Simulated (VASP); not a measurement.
# AlCu5 (P-62m) in VASP: single point with PBE

Aim: the single point of AlCu5 with PBE.

All numbers are computed with VASP 6.6.1; they aren't measurements. Logs are shortened: lines on timing, memory, paths and dates and some standing lists are left out, and cuts for length are marked.

## (1) The cell of the first run

It takes space group P-62m (No. 189, hexagonal). Conventional cell: a = 4.490 Å, b = 4.490 Å, c = 4.234 Å, α = 90.00°, β = 90.00°, γ = 120.00°. Al (site symmetry -62m) has 12 Cu at 2.59 Å within 3.4 Å. Within 3.4 Å of Cu (site symmetry m2m) lie 10 Cu at 2.59 to 2.60 Å and 2 Al at 2.59 Å. Cu (site symmetry -6) has 9 Cu at 2.59 Å and 3 Al at 2.59 Å within 3.4 Å.

The cell was built from a structure type or drawn by symmetry, and may not be a known phase.

## (2) Single point, PBE

INCAR reads:

```
SYSTEM = AlCu5
ALGO = Fast
EDIFF = 1E-6
ENCUT = 520
GGA = PE
ISIF = 2
ISMEAR = 0
LASPH = .True.
LCHARG = .False.
LREAL = .False.
LWAVE = .False.
NBANDS = 38
NELM = 100
PREC = Accurate
SIGMA = 0.1
```

KPOINTS reads:

```
k-points
0
Gamma
  12 12 10
  0 0 0
```

POSCAR reads:

```
AlCu5
1.0
    4.4897391979      0.0000000000      0.0000000000
   -2.2448695990      3.8882282018      0.0000000000
    0.0000000000      0.0000000000      4.2340630000
Al Cu
1 5
Direct
    0.0000000000      0.0000000000      0.5000000000
    0.6658680000      0.0000000000      0.0000000000
    0.0000000000      0.6658680000      0.0000000000
    0.3341320000      0.3341320000      0.0000000000
    0.3333333333      0.6666666667      0.5000000000
    0.6666666667      0.3333333333      0.5000000000
```

Potentials or basis: VASP PAW PBE potentials, release 64 (Al, Cu).

Run with:

```
$ cat potpaw_PBE.64/Al/POTCAR potpaw_PBE.64/Cu/POTCAR > POTCAR
$ mpirun -np 1 vasp_std > vasp.out
```

OUTCAR:

```text
SYSTEM = AlCu5
   EDIFF = 1E-6
   ENCUT = 520
   GGA = PE
   ISIF = 2
   ISMEAR = 0
   LASPH = .True.
   LREAL = .False.
   NELM = 100
   PREC = Accurate

 ion  position               nearest neighbor table
   1  0.000  0.000  0.500-   5 2.59   6 2.59   6 2.59   5 2.59   6 2.59   5 2.59   2 2.59   2 2.59
                             4 2.59   4 2.59   3 2.59   3 2.59
   2  0.666  0.000  0.000-   3 2.59   4 2.59   3 2.59   4 2.59   6 2.59   6 2.59   5 2.59   5 2.59
                             1 2.59   1 2.59   4 2.60   3 2.60
   3  0.000  0.666  0.000-   4 2.59   2 2.59   4 2.59   2 2.59   5 2.59   5 2.59   6 2.59   6 2.59
                             1 2.59   1 2.59   2 2.60   4 2.60
   4  0.334  0.334  0.000-   3 2.59   3 2.59   2 2.59   2 2.59   6 2.59   6 2.59   5 2.59   5 2.59
                             1 2.59   1 2.59   2 2.60   3 2.60
   5  0.333  0.667  0.500-   3 2.59   3 2.59   2 2.59   2 2.59   4 2.59   4 2.59   6 2.59   1 2.59
                             6 2.59   1 2.59   1 2.59   6 2.59
   6  0.667  0.333  0.500-   2 2.59   2 2.59   3 2.59   3 2.59   4 2.59   4 2.59   5 2.59   1 2.59
                             5 2.59   1 2.59   1 2.59   5 2.59

  LATTYP: Found a hexagonal cell.
 ALAT       =     4.4897391979
 C/A-ratio  =     0.9430532183

  Lattice vectors:

 A1 = (   4.4897391979,   0.0000000000,   0.0000000000)
 A2 = (  -2.2448695990,   3.8882282018,   0.0000000000)
 A3 = (   0.0000000000,   0.0000000000,   4.2340630000)

Analysis of symmetry for initial positions (statically):
=====================================================================
 Subroutine PRICEL returns:
 Original cell was already a primitive cell.

 Routine SETGRP: Setting up the symmetry group for a
 hexagonal supercell.

 Subroutine GETGRP returns: Found 12 space group operations
 (whereof 12 operations were pure point group operations)
 out of a pool of 24 trial point group operations.

The static configuration has the point symmetry D_3h.

Analysis of symmetry for dynamics (positions and initial velocities):
=====================================================================
 Subroutine PRICEL returns:
 Original cell was already a primitive cell.

 Routine SETGRP: Setting up the symmetry group for a
 hexagonal supercell.

 Subroutine GETGRP returns: Found 12 space group operations
 (whereof 12 operations were pure point group operations)
 out of a pool of 24 trial point group operations.

The dynamic configuration has the point symmetry D_3h.

[... 105 lines left out ...]
   NELM   =    100;   NELMIN=  2; NELMDL= -5     # of ELM steps
   EDIFF  = 0.1E-05   stopping-criterion for ELM
   LREAL  =      F    real-space projection
   EDIFFG = 0.1E-04   stopping-criterion for IOM
   NSW    =      0    number of steps for IOM
   IBRION =     -1    ionic relax: 0-MD 1-quasi-New 2-CG
   NFREE  =      0    steps in history (QN), initial steepest desc. (CG)
   ISIF   =      2    stress and relaxation
   ISYM   =      2    0-nonsym 1-usesym 2-fastsym
   POTIM  = 0.5000    time-step for ionic-motion
   TEBEG  =    0.0;   TEEND  =   0.0 temperature during run
   PSTRESS=    0.0 pullay stress
   NELECT =      58.0000    total number of electrons
   NUPDOWN=      -1.0000    fix difference up-down
   EMIN   =  10.00;   EMAX   =-10.00  energy-range for DOS
   EFERMI =   0.00;   METHOD = LEGACY
   ISMEAR =     0;   SIGMA  =   0.10  broadening in eV -4-tet -1-fermi 0-gaus
   EFERMI_NEDOS =   21; number of points for ismear=-14 and -15
   IALGO  =     68    algorithm
   IMIX   =      4    mixing-type and parameters
     AMIX     =   0.40;   BMIX     =  1.00
     AMIX_MAG =   1.60;   BMIX_MAG =  1.00
  volume/ion in A,a.u.               =      12.32        83.13
  Fermi-wavevector in a.u.,A,eV,Ry     =   1.509990  2.853468 31.022238  2.280070
  Thomas-Fermi vector in A             =   2.620239
   LORBIT       =      0    0 simple, 1 ext, 2 COOP (PROOUT), +10 PAW based schemes
   GGA     = PE    functional components
   LHFCALC =     F    Hartree Fock is set to
   AEXX    =    0.0000 exact exchange contribution
   IVDW    =     0    specifies the selected vdW correction
   LEPSILON=     F    determine dielectric tensor
   LRPA    =     F    only Hartree local field effects (RPA)
 non-spin polarized calculation
 RMM-DIIS sequential band-by-band and
 Gauss-broadening in eV      SIGMA  =   0.10
  energy-cutoff  :      520.00
  volume of cell :       73.91
 maximum number of plane-waves:      2020
 NGX is ok and might be reduce to    36
   NGX = 17   NGY = 17   NGZ = 15

 number of electron      58.0000060 magnetization

 Free energy of the ion-electron system (eV)
  ---------------------------------------------------
  ext. energy  EPLUGINS =         0.00000000
  ---------------------------------------------------
  free energy    TOTEN  =       -23.16334654 eV

  energy without entropy =      -23.15218980  energy(sigma->0) =      -23.15776817

 E-fermi :   7.9911     XC(G=0): -12.2990

 val. band max:        7.9784042439   @ k =   0.1667   0.0833   0.4000
 cond. band min:       7.9975725242   @ k =   0.1667   0.1667   0.0000
 fundamental gap:      0.0191682802
 Fermi energy:         7.9911389252

 k-point     1 :       0.0000    0.0000    0.0000
  band No.  band energies     occupation
      1      -2.0698      2.00000
      2       2.7480      2.00000
      3       3.3975      2.00000
      4       3.3975      2.00000
      5       3.7887      2.00000
      6       3.7887      2.00000
[... 973 lines left out ...]
     37      14.8575      0.00000
     38      16.8785      0.00000

 [... further k-points ...]
[... 5 lines left out ...]
  --------------------------------------------------------------------------------------
  -------------------------------------------------------------------------------------
  Total        0.1853349      0.1853349      0.2217036     -0.0000000     -0.0000000      0.0000000
  in kB        4.0173319      4.0173319      4.8056608     -0.0000000     -0.0000000      0.0000000
  external PRESSURE =       4.2801082 kB  Pullay stress =       0.0000000 kB

 VOLUME and BASIS-vectors are now :
 -----------------------------------------------------------------------------
  energy-cutoff  :      520.00
  volume of cell :       73.91
      direct lattice vectors                 reciprocal lattice vectors
     4.489739198  0.000000000  0.000000000     0.222730087  0.128593275  0.000000000
    -2.244869599  3.888228202  0.000000000     0.000000000  0.257186551  0.000000000
     0.000000000  0.000000000  4.234063000     0.000000000  0.000000000  0.236179764

 POSITION                                       TOTAL-FORCE (eV/Angst)
 -----------------------------------------------------------------------------------
      0.00000      0.00000      2.11703         0.000000     -0.000000      0.000000
      2.98957      0.00000      0.00000         0.006557     -0.000000     -0.000000
     -1.49479      2.58905      0.00000        -0.003279      0.005679      0.000000
      0.75008      1.29918      0.00000        -0.003279     -0.005679     -0.000000
     -0.00000      2.59215      2.11703        -0.000000      0.000000      0.000000
      2.24487      1.29608      2.11703         0.000000     -0.000000      0.000000
 -----------------------------------------------------------------------------------
    total drift:                               -0.000000     -0.000001     -0.000000

  FREE ENERGIE OF THE ION-ELECTRON SYSTEM (eV)
  ---------------------------------------------------
  free  energy   TOTEN  =       -23.1633465434 eV

  energy  without entropy=      -23.1521898019  energy(sigma->0) =      -23.15776817
```

OSZICAR:

```text
N       E                     dE             d eps       ncg     rms          rms(c)
DAV:   1     0.480341238224E+03    0.48034E+03   -0.25106E+04  8672   0.254E+03
DAV:   2     0.249946973590E+02   -0.45535E+03   -0.44148E+03  8664   0.434E+02
DAV:   3    -0.274154316758E+02   -0.52410E+02   -0.49531E+02  9208   0.193E+02
DAV:   4    -0.291217850829E+02   -0.17064E+01   -0.16967E+01 10680   0.478E+01
DAV:   5    -0.291534836719E+02   -0.31699E-01   -0.31694E-01 13210   0.567E+00    0.201E+01
RMM:   6    -0.266864058647E+02    0.24671E+01   -0.65124E+01  9451   0.107E+02    0.132E+01
RMM:   7    -0.231562411637E+02    0.35302E+01   -0.15724E+01  9100   0.562E+01    0.172E+00
RMM:   8    -0.231559898996E+02    0.25126E-03   -0.34617E-01 10312   0.589E+00    0.558E-01
RMM:   9    -0.231617650440E+02   -0.57751E-02   -0.12348E-01 10547   0.192E+00    0.357E-01
RMM:  10    -0.231623884398E+02   -0.62340E-03   -0.27713E-02 10136   0.177E+00    0.124E-01
RMM:  11    -0.231631903108E+02   -0.80187E-03   -0.11674E-02 11286   0.898E-01    0.879E-02
RMM:  12    -0.231633020188E+02   -0.11171E-03   -0.21670E-03 11384   0.349E-01    0.279E-02
RMM:  13    -0.231633381793E+02   -0.36161E-04   -0.51592E-04 11547   0.175E-01    0.131E-02
RMM:  14    -0.231633481579E+02   -0.99786E-05   -0.11232E-04 12323   0.710E-02    0.776E-03
RMM:  15    -0.231633473715E+02    0.78643E-06   -0.13490E-05  9572   0.431E-02    0.965E-03
RMM:  16    -0.231633465434E+02    0.82801E-06   -0.52483E-06  8789   0.254E-02
   1 F= -.23163347E+02 E0= -.23157768E+02  d E =-.111567E-01
```

stdout:

```text
POSCAR found type information on POSCAR AlCu
 POSCAR found :  2 types and       6 ions
 scaLAPACK will be used
 LDA part: xc-table for (Slater+PW92), standard interpolation
 POSCAR, INCAR and KPOINTS ok, starting setup
 FFT: planning ... GRIDC
 FFT: planning ... GRID_SOFT
 FFT: planning ... GRID
 WAVECAR not read
 entering main loop
```

It took 9.5 min on 1 thread of Intel Xeon 8259CL, shared host; peak memory 0.37 GiB.

Results:

```yaml
Free_energy: -23.1633 eV
Pressure: 0.4 GPa
Largest_force: 0.007 eV/Å
Band_gap_on_the_k_mesh: zero (bands 29 and 30 overlap by 4.29 eV)
```

Forces on the atoms (eV/Å):
```
Al   0.000  0.000  0.000
Cu   0.007  0.000  0.000
Cu  -0.003  0.006  0.000
Cu  -0.003 -0.006  0.000
Cu   0.000  0.000  0.000
Cu   0.000  0.000  0.000
```

Levels at points of the mesh, in eV from the Fermi level:
```tsv
k point	band 27	band 28	band 29	band 30	band 31	band 32
(0.00, 0.00, 0.00)	-1.97	1.41	1.52	1.52	1.78	1.78
(0.50, 0.00, 0.00)	-1.88	-1.13	0.27	2.04	2.15	2.67
(0.00, 0.00, 0.50)	-2.09	1.90	1.90	2.84	3.30	3.30
(0.50, 0.00, 0.50)	-1.87	-1.81	-1.80	-0.99	-0.13	2.82
```
